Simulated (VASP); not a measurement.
# In2O (antifluorite type) (Fm-3m) in VASP: further runs, part 2 of 2

VASP 6.6.1. Earlier steps stand in the parts before.

### 3 Single point, PBE

Input file INCAR:

```
SYSTEM = In2O
ALGO = Normal
EDIFF = 1E-7
ENCUT = 520
GGA = PE
ISIF = 2
ISMEAR = -1
LASPH = .TRUE.
LCHARG = .FALSE.
LREAL = .FALSE.
LWAVE = .FALSE.
NBANDS = 23
NELM = 100
PREC = Accurate
SIGMA = 0.06122561905347299
```

Input file KPOINTS:

```
k-points
0
G
  10 10 10
  0 0 0
```

Input file POSCAR:

```
In2O
1.0
    0.0000000000      3.1404203270      3.1404203270
    3.1404203270      0.0000000000      3.1404203270
    3.1404203270      3.1404203270      0.0000000000
In O
2 1
Direct
    0.2500000000      0.2500000000      0.2500000000
    0.7500000000      0.7500000000      0.7500000000
    0.0000000000      0.0000000000      0.0000000000
```

Potentials or basis: VASP PAW PBE potentials, release 64 (In_d, O).

Launch:

```sh
cat potpaw_PBE.64/In_d/POTCAR potpaw_PBE.64/O/POTCAR > POTCAR
mpirun -np 1 vasp_std > vasp.out
```

OUTCAR:

```text
SYSTEM = In2O
   EDIFF = 1E-7
   ENCUT = 520
   GGA = PE
   ISIF = 2
   ISMEAR = -1
   LASPH = .TRUE.
   LREAL = .FALSE.
   NELM = 100
   PREC = Accurate

 ion  position               nearest neighbor table
   1  0.250  0.250  0.250-   3 2.72   3 2.72   3 2.72   3 2.72   2 3.14   2 3.14   2 3.14   2 3.14
                             2 3.14   2 3.14
   2  0.750  0.750  0.750-   3 2.72   3 2.72   3 2.72   3 2.72   1 3.14   1 3.14   1 3.14   1 3.14
                             1 3.14   1 3.14
   3  0.000  0.000  0.000-   2 2.72   2 2.72   2 2.72   1 2.72   1 2.72   1 2.72   2 2.72   1 2.72

  LATTYP: Found a face centered cubic cell.
 ALAT       =     6.2808406540

  Lattice vectors:

 A1 = (   0.0000000000,   3.1404203270,   3.1404203270)
 A2 = (   3.1404203270,   0.0000000000,   3.1404203270)
 A3 = (   3.1404203270,   3.1404203270,   0.0000000000)

Analysis of symmetry for initial positions (statically):
=====================================================================
 Subroutine PRICEL returns:
 Original cell was already a primitive cell.

 Routine SETGRP: Setting up the symmetry group for a
 face centered cubic supercell.

[... 162 lines left out ...]
  ext. energy  EPLUGINS =         0.00000000
  ---------------------------------------------------
  free energy    TOTEN  =       -10.57317052 eV

  energy without entropy =      -10.55811034  energy(sigma->0) =      -10.56564043

 E-fermi :   6.4389     XC(G=0): -10.1289

 val. band max:        6.4245912016   @ k =  -0.4000   0.5000   0.1000
 cond. band min:       6.4552440231   @ k =  -0.1000   0.1000   0.0000
 fundamental gap:      0.0306528215
 Fermi energy:         6.4389381465

 k-point     1 :       0.0000    0.0000    0.0000
  band No.  band energies     occupation
      1     -10.8319      2.00000
      2      -8.2940      2.00000
      3      -8.2940      2.00000
      4      -8.0938      2.00000
      5      -8.0938      2.00000
      6      -8.0938      2.00000
[... 613 lines left out ...]
     22      15.2352      0.00000
     23      16.1959      0.00000

 [... further k-points ...]
[... 5 lines left out ...]
  --------------------------------------------------------------------------------------
  -------------------------------------------------------------------------------------
  Total        1.2095320      1.2095320      1.2095320     -0.0000000      0.0000000     -0.0000000
  in kB       31.2848895     31.2848895     31.2848895     -0.0000000      0.0000000     -0.0000000
  external PRESSURE =      31.2848895 kB  Pullay stress =       0.0000000 kB

 VOLUME and BASIS-vectors are now :
 -----------------------------------------------------------------------------
  energy-cutoff  :      520.00
  volume of cell :       61.94
      direct lattice vectors                 reciprocal lattice vectors
     0.000000000  3.140420327  3.140420327    -0.159214356  0.159214356  0.159214356
     3.140420327  0.000000000  3.140420327     0.159214356 -0.159214356  0.159214356
     3.140420327  3.140420327  0.000000000     0.159214356  0.159214356 -0.159214356

 POSITION                                       TOTAL-FORCE (eV/Angst)
 -----------------------------------------------------------------------------------
      1.57021      1.57021      1.57021        -0.000000     -0.000000      0.000000
      4.71063      4.71063      4.71063         0.000000      0.000000     -0.000000
      0.00000      0.00000      0.00000        -0.000000      0.000000      0.000000
 -----------------------------------------------------------------------------------
    total drift:                                0.000000      0.000000      0.000000

  FREE ENERGIE OF THE ION-ELECTRON SYSTEM (eV)
  ---------------------------------------------------
  free  energy   TOTEN  =       -10.5731705206 eV

  energy  without entropy=      -10.5581103365  energy(sigma->0) =      -10.56564043
```

OSZICAR:

```text
N       E                     dE             d eps       ncg     rms          rms(c)
DAV:   1     0.280854882514E+03    0.28085E+03   -0.15360E+04  2162   0.190E+03
DAV:   2     0.185430047343E+02   -0.26231E+03   -0.24637E+03  2239   0.424E+02
DAV:   3    -0.121898901822E+02   -0.30733E+02   -0.29166E+02  2794   0.146E+02
DAV:   4    -0.133067609361E+02   -0.11169E+01   -0.11151E+01  2428   0.295E+01
DAV:   5    -0.133524764454E+02   -0.45716E-01   -0.45712E-01  3362   0.558E+00    0.988E+00
DAV:   6    -0.116795166709E+02    0.16730E+01   -0.12106E+01  3274   0.291E+01    0.990E+00
DAV:   7    -0.106392166516E+02    0.10403E+01   -0.20793E+00  3349   0.147E+01    0.233E+00
DAV:   8    -0.105976899243E+02    0.41527E-01   -0.45626E-01  2304   0.384E+00    0.852E-01
DAV:   9    -0.105765425258E+02    0.21147E-01   -0.31396E-02  3465   0.168E+00    0.567E-01
DAV:  10    -0.105737852418E+02    0.27573E-02   -0.16907E-02  3281   0.113E+00    0.217E-01
DAV:  11    -0.105731495472E+02    0.63569E-03   -0.16952E-03  3000   0.364E-01    0.310E-02
DAV:  12    -0.105731982504E+02   -0.48703E-04   -0.38962E-04  2439   0.114E-01    0.428E-02
DAV:  13    -0.105731707761E+02    0.27474E-04   -0.52999E-05  3395   0.587E-02    0.100E-02
DAV:  14    -0.105731717716E+02   -0.99549E-06   -0.93859E-06  2922   0.247E-02    0.859E-03
DAV:  15    -0.105731706058E+02    0.11658E-05   -0.31693E-06  3175   0.148E-02    0.329E-03
DAV:  16    -0.105731705206E+02    0.85151E-07   -0.45682E-07  2597   0.467E-03
   1 F= -.10573171E+02 E0= -.10565640E+02  d E =-.150602E-01
```

stdout:

```text
POSCAR found type information on POSCAR InO
 POSCAR found :  2 types and       3 ions
 scaLAPACK will be used
 LDA part: xc-table for (Slater+PW92), standard interpolation
 POSCAR, INCAR and KPOINTS ok, starting setup
 FFT: planning ... GRIDC
 FFT: planning ... GRID_SOFT
 FFT: planning ... GRID
 WAVECAR not read
 entering main loop
```

It took 2.3 min on 1 thread of Intel Xeon 8259CL, shared host; peak memory 0.23 GiB.

Results:

```yaml
Free_energy: -10.5732 eV
Pressure: 3.1 GPa
Band_gap_on_the_k_mesh: zero (bands 16 and 17 overlap by 2.14 eV)
```

Caveat: the cell stands under pressure; spin-orbit coupling is left out, which moves the levels of the heavy elements.
